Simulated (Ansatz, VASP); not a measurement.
# One calculation of Hf, two programs

INCAR

```
PREC = Accurate
ENCUT = 520
EDIFF = 1E-6
ISMEAR = -1
SIGMA = 0.1
LREAL = False
LASPH = True
NELM = 60
ALGO = Normal
ISIF = 2
LWAVE = False
LCHARG = False
GGA = RE
NBANDS = 22
```

KPOINTS

```
regular mesh
0
Gamma
  8 8 11
```

POSCAR

```
Hf
1.0
    5.0280616080      0.0000000000      0.0000000000
   -2.5140308040      4.3544290843      0.0000000000
    0.0000000000      0.0000000000      3.1196908109
Hf
3
Direct
    1.0000000000      1.0000000000      0.0000000000
    0.3333333333      0.6666666667      0.5000000000
    0.6666666667      0.3333333333      0.5000000000
```

Input for Ansatz:

```yaml
crystal:
  lattice:
    - [5.028061608, 0.0, 0.0]
    - [-2.514030804, 4.3544290843, 0.0]
    - [0.0, 0.0, 3.1196908109]
  atoms:
    - { symbol: Hf, position: [1.0, 1.0, 0.0] }
    - { symbol: Hf, position: [0.3333333333, 0.6666666667, 0.5] }
    - { symbol: Hf, position: [0.6666666667, 0.3333333333, 0.5] }
hamiltonian:
  xc: revpbe
  pseudopotentials:
    kind: paw
    azcp:
      Hf: "pseudopotentials/Hf.paw.azcp"
basis:
  ecutwfc: 420
  fft_grid_basis: typed
kpoints:
  mp_grid: { grid: [8, 8, 11], shift: [0, 0, 0] }
magnetization:
  spin_polarized: false
scf:
  occupations: { method: fermi_dirac, width: 0.1 }
  lower_state_search: "off"
output:
  stress: true
  write_density: true
  write_potential: true
  elf: true
  volumetric_format: npy
```

Alike in both runs: task single point; functional revPBE; k mesh 8 × 8 × 11; occupations fermi-dirac, width 0.1 eV; no spin polarisation.

```csv
,VASP,Ansatz
version,VASP 6.6.1,Ansatz 0.2.0
potentials or method,"VASP PAW PBE potentials, release 64 (Hf_pv), cutoff 520 eV","plane waves (420 eV) with PAW, scalar-relativistic"
valence electrons in the cell,30,78
```

```csv
,VASP,Ansatz,Ansatz less VASP
pressure (GPa),-0.4,0.0,+0.47
"traceless stress, the component that is largest in VASP (GPa)",0.15,0.06,-0.095
```

VASP's potentials were made for PBE, not for revPBE. The functional is the same, so the differences come from potentials, cutoffs and numerics. VASP's potentials hold 30 valence electrons a cell and Ansatz's 78, so a difference there can come from the potentials and not from the codes.

Spin-orbit coupling is off throughout.
